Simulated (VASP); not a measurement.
The system is Se.

```
CELL_PARAMETERS angstrom
4.36620 0.00000 0.00000
-2.18310 3.78124 0.00000
0.00000 0.00000 4.95360
ATOMIC_POSITIONS crystal
Se 0.22540 0.00000 0.83333
Se 0.00000 0.22540 0.16667
Se 0.77460 0.77460 0.50000
```

* Program: VASP 6.6.1
* Task: relaxation of cell and atoms
* Functional: LDA
* Potentials or basis: VASP PAW LDA potentials, release 64 (Se)
* Cutoff: 600 eV
* k mesh: 12 × 12 × 8
* Occupations: gaussian, width 0.05 eV
* Spin: no spin polarisation

At the start: pressure -1.1 GPa; volume 27.26 Å³/atom.

Task: How do energy, volume and symmetry change on relaxing?

Result: Over 17 steps the energy falls by 51.5 meV/atom and the volume is 23.03 Å³/atom (-15.5 %); space group P3_121 (No. 152, to 0.1 Å) before and after.

The path:
```tsv
step	energy change (eV)	largest force (eV/Å)	pressure (GPa)	volume (Å³)
1	0.0000	0.2628	-1.07	81.78
2	-0.0285	0.3227	-0.58	79.64
3	-0.0840	0.5175	1.66	73.41
4	0.0887	0.8828	11.30	61.75
5	-0.0777	0.6515	2.78	71.88
6	-0.0866	0.6032	2.67	71.59
7	-0.1093	0.4713	2.33	70.72
8	-0.1375	0.2545	1.90	68.98
9	-0.1311	0.0316	2.16	65.47
10	-0.1445	0.1122	1.89	67.38
11	-0.1503	0.0672	1.14	68.14
12	-0.1536	0.0187	-0.17	69.59
13	-0.1537	0.0046	0.02	69.35
14	-0.1537	0.0022	0.06	69.31
15	-0.1539	0.0020	0.06	69.29
16	-0.1542	0.0016	0.05	69.22
17	-0.1545	0.0008	0.02	69.08
```

Final structure:
```xyz
3
Lattice="3.9455 0.0000 0.0000 -1.9727 3.4169 0.0000 0.0000 0.0000 5.1245" Properties=species:S:1:pos:R:3 pbc="T T T"
Se    1.0114    0.0000    4.2704
Se   -0.5057    0.8759    0.8541
Se    1.4671    2.5410    2.5622
```

Caveat: the volume moved by over 15 % at a fixed basis, so the end points are rough.
